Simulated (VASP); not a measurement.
Wanted: the native input for a VASP 6.6.1 run.

- Task: single point
- Functional: PBE
- Potentials or basis: VASP PAW PBE potentials, release 64 (Li_sv, Nb_sv, O)
- Cutoff: 520 eV
- k mesh: 6 × 6 × 6
- Occupations: fermi-dirac, width 0.02 eV
- Spin: no spin polarisation
- Dipole correction: no
- Further INCAR settings: ALGO = Normal; EDIFF = 1e-06; NBANDS = 45

The structure of LiNbO3 lies in POSCAR:

```
LiNbO3
1.0
    2.5686950570      1.4830367827      4.6282789548
   -2.5686950570      1.4830367827      4.6282789548
    0.0000000000     -2.9660735653      4.6282789548
Li Nb O
2 2 6
Direct
    0.2821406543      0.2821406543      0.2821406543
    0.7821406543      0.7821406543      0.7821406543
    0.0001330698      0.0001330698      0.0001330698
    0.5001330698      0.5001330698      0.5001330698
    0.1079391202      0.3619922078      0.7196099480
    0.7196099480      0.1079391202      0.3619922078
    0.3619922078      0.7196099480      0.1079391202
    0.2196099480      0.8619922078      0.6079391202
    0.8619922078      0.6079391202      0.2196099480
    0.6079391202      0.2196099480      0.8619922078
```

The input as run:

INCAR

```
ALGO = Normal
EDIFF = 1E-6
ENCUT = 520
GGA = PE
ISIF = 2
ISMEAR = -1
LASPH = True
LCHARG = False
LREAL = False
LWAVE = False
NBANDS = 45
NELM = 80
PREC = Accurate
SIGMA = 0.02
```

KPOINTS

```
k-points
0
Gamma
  6 6 6
```

Potentials or basis: VASP PAW PBE potentials, release 64 (Li_sv, Nb_sv, O).

Command:

```console
$ cat potpaw_PBE.64/Li_sv/POTCAR potpaw_PBE.64/Nb_sv/POTCAR potpaw_PBE.64/O/POTCAR > POTCAR
$ mpirun -np 1 vasp_std > vasp.out
```

It gave:

```json
{"Largest force": "0.114 eV/Å", "Band gap on the k mesh": "3.61 eV (least direct gap 3.64 eV)"}
```

Run time: 3.4 min on 1 thread of Intel(R) Xeon(R) Platinum 8259CL CPU @ 2.50GHz (Skylake/Cascade Lake), on a shared host, peak memory 0.32 GiB.
